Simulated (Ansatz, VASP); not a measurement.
SrTiO3 in VASP and in Ansatz

File INCAR:

```
PREC     = Accurate       # precision mode
ENCUT    = 520            # plane-wave cutoff, eV
EDIFF    = 1E-8           # SCF threshold, eV
ISMEAR   = -1             # smearing method
SIGMA    = 0.05           # smearing width, eV
LREAL    = False          # projectors in reciprocal space
LASPH    = True           # aspherical terms in the spheres
NELM     = 100            # most SCF steps
ALGO     = Normal         # electronic algorithm
ISIF     = 2              # what is computed and relaxed
LWAVE    = False          # write WAVECAR
LCHARG   = False          # write CHGCAR
GGA      = PS             # functional
LEFG     = True         
NBANDS   = 28             # bands
```

Contents of KPOINTS:

```
Automatic mesh
0
Gamma
  7 7 7
```

The input POSCAR:

```
SrTiO3
1.0
    3.8919397018      0.0000000000      0.0000000000
    0.0000000000      3.8919397018      0.0000000000
    0.0000000000      0.0000000000      3.8919397018
Sr Ti O
1 1 3
Direct
    0.0000000000      0.0000000000      0.0000000000
    0.5000000000      0.5000000000      0.5000000000
    0.0000000000      0.5000000000      0.5000000000
    0.5000000000      0.0000000000      0.5000000000
    0.5000000000      0.5000000000      0.0000000000
```

Input for Ansatz:

```yaml
crystal:
  lattice:
    - [3.8919397018, 0.0, 0.0]
    - [0.0, 3.8919397018, 0.0]
    - [0.0, 0.0, 3.8919397018]
  atoms:
    - { symbol: Sr, position: [0.0, 0.0, 0.0] }
    - { symbol: Ti, position: [0.5, 0.5, 0.5] }
    - { symbol: O, position: [0.0, 0.5, 0.5] }
    - { symbol: O, position: [0.5, 0.0, 0.5] }
    - { symbol: O, position: [0.5, 0.5, 0.0] }
kpoints:
  mp_grid: { grid: [7, 7, 7] }
scf:
  occupations: { method: fermi_dirac, width: 0.05 }
hamiltonian:
  xc: pbesol
  pseudopotentials: { kind: all_electron, datasets: crystal }
output:
  forces: true
  stress: true
  eigenvalues: true
  efg: { contact_densities: true }
```

Change from the starting cell: volume scaled by 0.99, crystal datasets.

Alike in both runs: task electric field gradients; functional PBEsol; k mesh 7 × 7 × 7; occupations fermi-dirac, width 0.05 eV; no spin polarisation.

```csv
,VASP,Ansatz
version,VASP 6.6.1,Ansatz 0.2.0
potentials or method,"VASP PAW PBE potentials, release 64 (Sr_sv, Ti_sv, O), cutoff 520 eV","all-electron PAW with datasets made for the crystal, scalar-relativistic"
```

|  | VASP | Ansatz | Ansatz less VASP |
| --- | --- | --- | --- |
| gap on the k mesh at the Fermi level (eV) | 1.89 | 1.91 | +0.027 |
| pressure (GPa) | 0.6 | -0.1 | -0.71 |
| size of Vzz on the site where it differs most (V/Å²) | 8.3 | 9.2 | +0.87 |

VASP's potentials were made for PBE, not for PBEsol. Ansatz ran all-electron here, and VASP with PAW potentials.
